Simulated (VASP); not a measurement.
# NaCl in VASP: notebook

The runs below take NaCl through single point, with PBE.

Program: VASP 6.6.1. These are calculated values, not measurements. Logs are shortened: lines on timing, memory, paths and dates and some standing lists are left out, and cuts for length are marked.

## 1. The cell of the first run

Symmetry: P4/mmm, No. 123, tetragonal system. Conventional cell: a = 2.860 Å, b = 2.860 Å, c = 2.774 Å, α = 90.00°, β = 90.00°, γ = 90.00°. Within 3.2 Å of Na (site symmetry 4/mmm) lie 8 Cl at 2.45 Å and 6 Na at 2.77 to 2.86 Å. Within 3.2 Å of Cl (site symmetry 4/mmm) lie 8 Na at 2.45 Å and 6 Cl at 2.77 to 2.86 Å.

## 2. Single point, PBE (zz strain of -3 %)

Input file INCAR:

```
PREC = Accurate
ENCUT = 520
EDIFF = 1E-6
ISMEAR = -1
SIGMA = 0.02
LREAL = False
LASPH = True
NELM = 80
ALGO = Normal
ISIF = 2
LWAVE = False
LCHARG = False
GGA = PE
NBANDS = 14
```

Input file KPOINTS:

```
regular mesh
0
Gamma
  8 8 8
```

Input file POSCAR:

```
NaCl
1.0
    2.8600000000      0.0000000000      0.0000000000
    0.0000000000      2.8600000000      0.0000000000
    0.0000000000      0.0000000000      2.7742000000
Na Cl
1 1
Direct
    0.0000000000      0.0000000000      0.0000000000
    0.5000000000      0.5000000000      0.5000000000
```

Potentials or basis: VASP PAW PBE potentials, release 64 (Na_pv, Cl).

Command:

```
$ cat potpaw_PBE.64/Na_pv/POTCAR potpaw_PBE.64/Cl/POTCAR > POTCAR
$ mpirun -np 1 vasp_std > vasp.out
```

OUTCAR:

```text
PREC = Accurate
   ENCUT = 520
   EDIFF = 1E-6
   ISMEAR = -1
   LREAL = False
   LASPH = True
   NELM = 80
   ISIF = 2
   GGA = PE

 ion  position               nearest neighbor table
   1  0.000  0.000  0.000-   2 2.45   2 2.45   2 2.45   2 2.45   2 2.45   2 2.45   2 2.45   2 2.45

   2  0.500  0.500  0.500-   1 2.45   1 2.45   1 2.45   1 2.45   1 2.45   1 2.45   1 2.45   1 2.45

  LATTYP: Found a simple tetragonal cell.
 ALAT       =     2.8600000000
 C/A-ratio  =     0.9700000000

  Lattice vectors:

 A1 = (   2.8600000000,   0.0000000000,   0.0000000000)
 A2 = (   0.0000000000,   2.8600000000,   0.0000000000)
 A3 = (   0.0000000000,   0.0000000000,   2.7742000000)

Analysis of symmetry for initial positions (statically):
=====================================================================
 Subroutine PRICEL returns:
 Original cell was already a primitive cell.

 Routine SETGRP: Setting up the symmetry group for a
 simple tetragonal supercell.

 Subroutine GETGRP returns: Found 16 space group operations
 (whereof 16 operations were pure point group operations)
 out of a pool of 16 trial point group operations.

The static configuration has the point symmetry D_4h.

Analysis of symmetry for dynamics (positions and initial velocities):
=====================================================================
 Subroutine PRICEL returns:
 Original cell was already a primitive cell.

 Routine SETGRP: Setting up the symmetry group for a
 simple tetragonal supercell.

 Subroutine GETGRP returns: Found 16 space group operations
 (whereof 16 operations were pure point group operations)
 out of a pool of 16 trial point group operations.

The dynamic configuration has the point symmetry D_4h.

 Subroutine INISYM returns: Found 16 space group operations
 (whereof 16 operations are pure point group operations),
 and found     1 'primitive' translations

----------------------------------------------------------------------------------------

                                     Primitive cell

  volume of cell :      22.6918

  direct lattice vectors                    reciprocal lattice vectors
     2.860000000  0.000000000  0.000000000     0.349650350  0.000000000  0.000000000
     0.000000000  2.860000000  0.000000000     0.000000000  0.349650350  0.000000000
     0.000000000  0.000000000  2.774200000     0.000000000  0.000000000  0.360464278

  length of vectors
     2.860000000  2.860000000  2.774200000     0.349650350  0.349650350  0.360464278

  position of ions in fractional coordinates (direct lattice)
     0.000000000  0.000000000  0.000000000
     0.500000000  0.500000000  0.500000000

  ion indices of the primitive-cell ions
   primitive index   ion index
                 1           1
                 2           2

----------------------------------------------------------------------------------------

 KPOINTS: regular mesh

Automatic generation of k-mesh.
 Grid dimensions read from file:
 generate k-points for:    8    8    8

 Generating k-lattice:

  Cartesian coordinates                     Fractional coordinates (reciprocal lattice)
     0.043706294  0.000000000  0.000000000     0.125000000  0.000000000  0.000000000
     0.000000000  0.043706294  0.000000000     0.000000000  0.125000000  0.000000000
     0.000000000  0.000000000  0.045058035     0.000000000  0.000000000  0.125000000

  Length of vectors
     0.043706294  0.043706294  0.045058035

  Shift w.r.t. Gamma in fractional coordinates (k-lattice)
     0.000000000  0.000000000  0.000000000

 Subroutine IBZKPT returns following result:
 ===========================================

 Found     75 irreducible k-points:

 Following reciprocal coordinates:
            Coordinates               Weight
  0.000000  0.000000  0.000000      1.000000
  0.125000  0.000000  0.000000      4.000000
  0.250000  0.000000  0.000000      4.000000
  0.375000  0.000000  0.000000      4.000000
  0.500000  0.000000  0.000000      2.000000
  0.125000  0.125000  0.000000      4.000000
[... 16 lines left out ...]
  0.375000  0.125000  0.125000     16.000000
  0.500000  0.125000  0.125000      8.000000
 [... further k-points ...]
   k-points           NKPTS =     75   k-points in BZ     NKDIM =     75   number of bands    NBANDS=     14
   number of dos      NEDOS =    301   number of ions     NIONS =      2
   total plane-waves  NPLWV =  13824
   dimension x,y,z NGX =    24 NGY =   24 NGZ =   24
   dimension x,y,z NGXF=    48 NGYF=   48 NGZF=   48
   ions per type =               1   1
   NGX,Y,Z   is equivalent  to a cutoff of  13.95, 13.95, 14.38 a.u.
   NGXF,Y,Z  is equivalent  to a cutoff of  27.90, 27.90, 28.76 a.u.
 SYSTEM =  unknown system
   PREC   = accura    normal or accurate (medium, high low for compatibility)
   ISTART =      0    job   : 0-new  1-cont  2-samecut
   ICHARG =      2    charge: 1-file 2-atom 10-const
   ISPIN  =      1    spin polarized calculation?
   LNONCOLLINEAR =      F non collinear calculations
   LSORBIT =      F    spin-orbit coupling
   LASPH  =      T    aspherical Exc in radial PAW
   ENCUT  =  520.0 eV  38.22 Ry    6.18 a.u.   5.32  5.32  5.16*2*pi/ulx,y,z
   NELM   =     80;   NELMIN=  2; NELMDL= -5     # of ELM steps
   EDIFF  = 0.1E-05   stopping-criterion for ELM
   LREAL  =      F    real-space projection
   EDIFFG = 0.1E-04   stopping-criterion for IOM
   NSW    =      0    number of steps for IOM
   IBRION =     -1    ionic relax: 0-MD 1-quasi-New 2-CG
   NFREE  =      0    steps in history (QN), initial steepest desc. (CG)
   ISIF   =      2    stress and relaxation
   ISYM   =      2    0-nonsym 1-usesym 2-fastsym
   POTIM  = 0.5000    time-step for ionic-motion
   TEBEG  =    0.0;   TEEND  =   0.0 temperature during run
   PSTRESS=    0.0 pullay stress
   NELECT =      14.0000    total number of electrons
   NUPDOWN=      -1.0000    fix difference up-down
   EMIN   =  10.00;   EMAX   =-10.00  energy-range for DOS
   EFERMI =   0.00;   METHOD = LEGACY
   ISMEAR =    -1;   SIGMA  =   0.02  broadening in eV -4-tet -1-fermi 0-gaus
   EFERMI_NEDOS =   21; number of points for ismear=-14 and -15
   IALGO  =     38    algorithm
   IMIX   =      4    mixing-type and parameters
     AMIX     =   0.40;   BMIX     =  1.00
     AMIX_MAG =   1.60;   BMIX_MAG =  1.00
  volume/ion in A,a.u.               =      11.35        76.57
  Fermi-wavevector in a.u.,A,eV,Ry     =   1.393673  2.633660 26.426930  1.942325
  Thomas-Fermi vector in A             =   2.517296
   LORBIT       =      0    0 simple, 1 ext, 2 COOP (PROOUT), +10 PAW based schemes
   GGA     = PE    functional components
   LHFCALC =     F    Hartree Fock is set to
   AEXX    =    0.0000 exact exchange contribution
   IVDW    =     0    specifies the selected vdW correction
   LEPSILON=     F    determine dielectric tensor
   LRPA    =     F    only Hartree local field effects (RPA)
 non-spin polarized calculation
  energy-cutoff  :      520.00
  volume of cell :       22.69
 maximum number of plane-waves:       630
 NGX is ok and might be reduce to    24
   NGX = 11   NGY = 11   NGZ = 11

 number of electron      14.0000003 magnetization

 Free energy of the ion-electron system (eV)
  ---------------------------------------------------
  ext. energy  EPLUGINS =         0.00000000
  ---------------------------------------------------
  free energy    TOTEN  =        -3.88388632 eV

  energy without entropy =       -3.88388632  energy(sigma->0) =       -3.88388632

 E-fermi :   8.0414     XC(G=0): -11.5333

 val. band max:        7.5458376031   @ k =   0.5000   0.5000   0.0000
 cond. band min:      11.5448341757   @ k =   0.5000   0.5000   0.0000
 fundamental gap:      3.9989965726
 Fermi energy:         8.0413708984

 k-point     1 :       0.0000    0.0000    0.0000
  band No.  band energies     occupation
      1     -15.5660      2.00000
      2     -15.5660      2.00000
      3     -15.5397      2.00000
      4      -9.9895      2.00000
      5       5.7682      2.00000
      6       5.7682      2.00000
      7       6.3416      2.00000
      8      13.5802      0.00000
      9      13.8549      0.00000
     10      15.0997      0.00000
     11      24.7162      0.00000
     12      25.4289      0.00000
     13      25.4289      0.00000
     14      29.9790      0.00000

 k-point     2 :       0.1250    0.0000    0.0000
  band No.  band energies     occupation
      1     -15.6410      2.00000
      2     -15.5603      2.00000
      3     -15.5346      2.00000
      4      -9.7756      2.00000
      5       4.5986      2.00000
      6       5.8271      2.00000
      7       6.4019      2.00000
      8      13.9740      0.00000
      9      14.7324      0.00000
     10      15.8839      0.00000
     11      23.5216      0.00000
     12      24.2737      0.00000
     13      25.5996      0.00000
     14      28.1949      0.00000

 k-point     3 :       0.2500    0.0000    0.0000
  band No.  band energies     occupation
      1     -15.8114      2.00000
      2     -15.5465      2.00000
      3     -15.5223      2.00000
      4      -9.2225      2.00000
      5       2.5063      2.00000
      6       5.9758      2.00000
      7       6.5537      2.00000
      8      14.6817      0.00000
      9      15.6335      0.00000
     10      18.7310      0.00000
     11      21.6360      0.00000
     12      22.4178      0.00000
     13      25.0015      0.00000
     14      26.0589      0.00000

 k-point     4 :       0.3750    0.0000    0.0000
  band No.  band energies     occupation
      1     -15.9693      2.00000
      2     -15.5327      2.00000
      3     -15.5099      2.00000
      4      -8.5873      2.00000
      5       0.7923      2.00000
      6       6.1346      2.00000
      7       6.7157      2.00000
      8      15.6539      0.00000
      9      16.4856      0.00000
     10      20.2731      0.00000
     11      20.9864      0.00000
     12      21.0655      0.00000
     13      22.4533      0.00000
     14      26.6117      0.00000

 k-point     5 :       0.5000    0.0000    0.0000
  band No.  band energies     occupation
      1     -16.0317      2.00000
      2     -15.5269      2.00000
      3     -15.5048      2.00000
      4      -8.2856      2.00000
      5       0.1162      2.00000
      6       6.2038      2.00000
      7       6.7862      2.00000
      8      16.2309      0.00000
      9      16.9392      0.00000
     10      19.7858      0.00000
     11      20.5808      0.00000
[... 276 lines left out ...]
 k-point    22 :       0.2500    0.1250    0.1250
  band No.  band energies     occupation
      1     -15.7836      2.00000
      2     -15.5978      2.00000
      3     -15.5718      2.00000
      4      -8.8961      2.00000
      5       2.7927      2.00000
      6       5.0465      2.00000
      7       5.4609      2.00000
      8      16.2997      0.00000
      9      17.2393      0.00000
     10      18.2472      0.00000
     11      20.1321      0.00000
     12      21.6222      0.00000
     13      23.0458      0.00000
     14      27.8037      0.00000

 k-point    23 :       0.3750    0.1250    0.1250
  band No.  band energies     occupation
      1     -15.9191      2.00000
      2     -15.5787      2.00000
      3     -15.5567      2.00000
      4      -8.3456      2.00000
      5       1.1513      2.00000
      6       5.2960      2.00000
      7       5.7335      2.00000
      8      16.9256      0.00000
      9      17.6253      0.00000
     10      18.0911      0.00000
     11      18.8052      0.00000
     12      23.2005      0.00000
     13      23.5389      0.00000
     14      25.9314      0.00000

 k-point    24 :       0.5000    0.1250    0.1250
  band No.  band energies     occupation
      1     -15.9738      2.00000
      2     -15.5702      2.00000
      3     -15.5505      2.00000
      4      -8.0855      2.00000
      5       0.5098      2.00000
      6       5.4025      2.00000
      7       5.8588      2.00000
      8      17.1148      0.00000
      9      17.5981      0.00000
     10      17.8264      0.00000
     11      18.5685      0.00000
     12      23.3250      0.00000
     13      24.2499      0.00000
     14      25.3149      0.00000

 [... further k-points ...]
[... 5 lines left out ...]
  --------------------------------------------------------------------------------------
  -------------------------------------------------------------------------------------
  Total        9.9909239      9.9909239     11.2218241      0.0000000     -0.0000000      0.0000000
  in kB      705.4177796    705.4177796    792.3265446      0.0000000     -0.0000000      0.0000000
  external PRESSURE =     734.3873680 kB  Pullay stress =       0.0000000 kB

 VOLUME and BASIS-vectors are now :
 -----------------------------------------------------------------------------
  energy-cutoff  :      520.00
  volume of cell :       22.69
      direct lattice vectors                 reciprocal lattice vectors
     2.860000000  0.000000000  0.000000000     0.349650350  0.000000000  0.000000000
     0.000000000  2.860000000  0.000000000     0.000000000  0.349650350  0.000000000
     0.000000000  0.000000000  2.774200000     0.000000000  0.000000000  0.360464278

 POSITION                                       TOTAL-FORCE (eV/Angst)
 -----------------------------------------------------------------------------------
      0.00000      0.00000      0.00000         0.000000      0.000000      0.000000
      1.43000      1.43000      1.38710         0.000000      0.000000      0.000000
 -----------------------------------------------------------------------------------
    total drift:                                0.000000     -0.000000     -0.000000

  FREE ENERGIE OF THE ION-ELECTRON SYSTEM (eV)
  ---------------------------------------------------
  free  energy   TOTEN  =        -3.8838863223 eV

  energy  without entropy=       -3.8838863223  energy(sigma->0) =       -3.88388632
```

It took 26 s on 1 thread of Intel Xeon 8259CL, shared host; peak memory 0.14 GiB.

Results:

| Item | Value |
| --- | --- |
| Free energy | -3.8839 eV |
| Pressure | 73.4 GPa |
| Band gap on the k mesh | 4.00 eV, direct |

Stress tensor (GPa, compression positive):
```
70.54  0.00  0.00
 0.00 70.54  0.00
 0.00  0.00 79.23
```

Caveat: the cell differs from its parent crystal (zz strain of -3 %). A k mesh can miss the band edges.

## 3. Single point, PBE (zz strain of +3 %)

Input file INCAR:

```
  ALGO = Normal
  EDIFF = 1E-7
  ENCUT = 520
  GGA = PE
  ISIF = 2
  ISMEAR = -1
  LASPH = True
  LCHARG = True
  LELF = True
  LREAL = False
  LVHAR = True
  LWAVE = False
  NBANDS = 14
  NELM = 60
  PREC = Accurate
  SIGMA = 0.02
```

Input file KPOINTS:

```
k-points
0
Gamma
  8 8 8
```

Edit POSCAR of step 2 so:

```diff
@@ -4,3 +4,3 @@
     0.0000000000      2.8600000000      0.0000000000
-    0.0000000000      0.0000000000      2.7742000000
+    0.0000000000      0.0000000000      2.9458000000
 Na Cl
```

Potentials or basis: VASP PAW PBE potentials, release 64 (Na_pv, Cl).

Command:

```
$ cat potpaw_PBE.64/Na_pv/POTCAR potpaw_PBE.64/Cl/POTCAR > POTCAR
$ mpirun -np 1 vasp_std > vasp.out
```

Run time: 30 s. Hardware: 1 thread of Intel Xeon 8259CL, shared host; peak memory 0.14 GiB.

The run converged. Its results:

| Quantity | Value |
| --- | --- |
| Free energy | -4.4588 eV |
| Pressure | 58.0 GPa |
| Band gap on the k mesh | 4.39 eV, direct |

Stress tensor (GPa, compression positive):
```
60.32  0.00  0.00
 0.00 60.32  0.00
 0.00  0.00 53.31
```

Levels at points of the mesh, in eV from the valence-band top:
```csv
k point,band 3,band 4,band 5,band 6,band 7,band 8,band 9,band 10,band 11,band 12
"(0.00, 0.00, 0.00)",-22.72,-16.84,-1.66,-1.16,-1.16,6.39,6.90,7.22,17.43,17.43
"(0.50, 0.00, 0.00)",-22.69,-15.24,-6.78,-1.16,-0.65,8.83,9.47,12.14,12.87,13.27
"(0.50, 0.50, 0.00)",-22.67,-14.44,-5.24,-5.24,-0.35,4.43,10.36,12.28,12.28,15.09
"(0.00, 0.00, 0.50)",-22.70,-15.42,-6.73,-0.78,-0.78,9.11,9.28,12.87,12.87,13.34
"(0.50, 0.00, 0.50)",-22.67,-14.63,-5.40,-5.16,0.00,4.39,10.73,12.89,13.00,15.28
"(0.50, 0.50, 0.50)",-22.87,-13.43,-4.77,-4.77,-4.55,6.19,6.35,6.35,16.67,21.99
```

Caveat: the cell differs from its parent crystal (zz strain of +3 %). A k mesh can miss the band edges.

## 4. Single point, PBE (equal xx and yy strain of +2 %)

Input file INCAR:

```
  ALGO = Normal
  EDIFF = 1E-6
  ENCUT = 520
  GGA = PE
  ISIF = 2
  ISMEAR = -1
  LASPH = True
  LCHARG = False
  LREAL = False
  LWAVE = False
  NBANDS = 14
  NELM = 100
  PREC = Accurate
  SIGMA = 0.02
```

KPOINTS is that of step 3.

Input file POSCAR:

```
NaCl
1.0
    2.9172000000      0.0000000000      0.0000000000
    0.0000000000      2.9172000000      0.0000000000
    0.0000000000      0.0000000000      2.8600000000
Na Cl
1 1
Direct
    0.0000000000      0.0000000000      0.0000000000
    0.5000000000      0.5000000000      0.5000000000
```

Command:

```
$ cat potpaw_PBE.64/Na_pv/POTCAR potpaw_PBE.64/Cl/POTCAR > POTCAR
$ mpirun -np 1 vasp_std > vasp.out
```

Run time: 25 s. Hardware: 1 thread of Intel Xeon 8259CL, shared host; peak memory 0.15 GiB.

Results (log left out):

```yaml
Free_energy: -4.5508 eV
Pressure: 55.6 GPa
Band_gap_on_the_k_mesh: 4.39 eV, direct
```

Stress tensor (GPa, compression positive):
```
54.04  0.00  0.00
 0.00 54.04  0.00
 0.00  0.00 58.86
```

Levels at points of the mesh, in eV from the valence-band top:
```
           k point  band 3  band 4  band 5  band 6  band 7  band 8  band 9  band 10  band 11  band 12
(0.00, 0.00, 0.00)  -22.72  -16.79   -1.46   -1.46   -1.12    6.62    6.68     7.12    17.28    17.71
(0.50, 0.00, 0.00)  -22.69  -15.33   -6.70   -1.03   -0.69    8.88    9.38    12.42    12.92    13.19
(0.50, 0.50, 0.00)  -22.67  -14.65   -5.26   -5.26    0.00    4.39   10.72    12.99    12.99    15.29
(0.00, 0.00, 0.50)  -22.70  -15.20   -6.73   -0.95   -0.95    8.91    9.29    12.42    12.42    13.28
(0.50, 0.00, 0.50)  -22.67  -14.52   -5.31   -5.15   -0.24    4.42   10.48    12.50    12.58    15.05
(0.50, 0.50, 0.50)  -22.88  -13.45   -4.77   -4.61   -4.61    6.25    6.25     6.36    16.54    22.29
```

Caveat: the cell differs from its parent crystal (equal xx and yy strain of +2 %).

[end of part 1 of 2]
